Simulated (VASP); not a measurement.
# P: single point with r2SCAN

System: P, a slab with vacuum.

```
P
1.0
     3.47000    0.00000    0.00000
    -1.73500    3.00511    0.00000
     0.00000    0.00000   28.00000
P
2
Direct
  0.33333 0.66667 0.52341
  0.66667 0.33333 0.47659
```

```yaml
Program: VASP 6.6.1
Task: single point
Functional: r2SCAN
Potentials_or_basis: VASP PAW PBE potentials, release 64 (P)
Cutoff: 520 eV
k_mesh: 9 × 9 × 1
Occupations: gaussian, width 0.02 eV
Spin: no spin polarisation
```

```yaml
Largest_force: 1.773 eV/Å
Band_gap_on_the_k_mesh: 2.21 eV (least direct gap 2.54 eV)
```

Forces in eV/Å, atoms in the order of the input:
```
P    0.000  0.000 -1.773
P    0.000  0.000  1.773
```

Levels at points of the mesh, in eV from the valence-band top:
| k point | band 1 | band 2 | band 3 | band 4 | band 5 | band 6 | band 7 | band 8 | band 9 | band 10 |
| --- | --- | --- | --- | --- | --- | --- | --- | --- | --- | --- |
| (0.00, 0.00, 0.00) | -13.47 | -6.35 | -0.17 | -0.12 | -0.12 | 3.16 | 3.79 | 3.79 | 6.12 | 6.34 |

Run time: 9.4 min on 1 thread of Intel Xeon 8259CL, with other jobs on the host, peak memory 0.42 GiB.

Caveat: the PAW data sets were made with another functional, which shifts forces and pressure a little.
